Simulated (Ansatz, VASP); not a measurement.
# One calculation of Al2H3, two programs

```
Al H
1.0
     5.99666   -1.35912    0.00000
     5.99666    1.35912    0.00000
    -1.73912    0.00000    6.50642
Al H
4 6
Direct
  0.76298 0.76298 0.33751
  0.45349 0.45349 0.25141
  0.60049 0.60049 0.72886
  0.86700 0.86700 0.88267
  0.72145 0.72145 0.93435
  0.03829 0.03829 0.84544
  0.15494 0.15494 0.61872
  0.48171 0.48171 0.52640
  0.60631 0.60631 0.26314
  0.81647 0.81647 0.61150
```

Change from the starting cell: the structure that the rattled cell fell into.

Alike in both runs: task single point; functional PBE; k mesh 6 × 6 × 4; occupations gaussian, width 0.1 eV; no spin polarisation.

|  | VASP | Ansatz |
| --- | --- | --- |
| version | VASP 6.6.1 | Ansatz 0.2.0 |
| potentials or method | VASP PAW PBE potentials, release 64 (Al, H), cutoff 520 eV | scalar-relativistic, plane waves, PAW |
| valence electrons in the cell | 18 | 18 |

VASP gave:

- gap on the k mesh at the Fermi level (eV): none
- pressure (GPa): -0.1
- traceless stress, the component that is largest in VASP (GPa): -0.24
- rms of the force components (eV/Å): 0.004

Problem. Estimate Ansatz's values.

Solution. gap on the k mesh at the Fermi level (eV): none; pressure (GPa): 0.1; traceless stress, the component that is largest in VASP (GPa): -0.24; rms of the force components (eV/Å): 0.004.

Atom by atom the forces differ by 0.001 eV/Å (rms over components). A gap of «none» marks a metal or a gap that the smearing closes. With one functional, cell and mesh, what is left measures potentials, basis and numerics.

The k mesh is coarse, so the values compare programs but aren't converged.
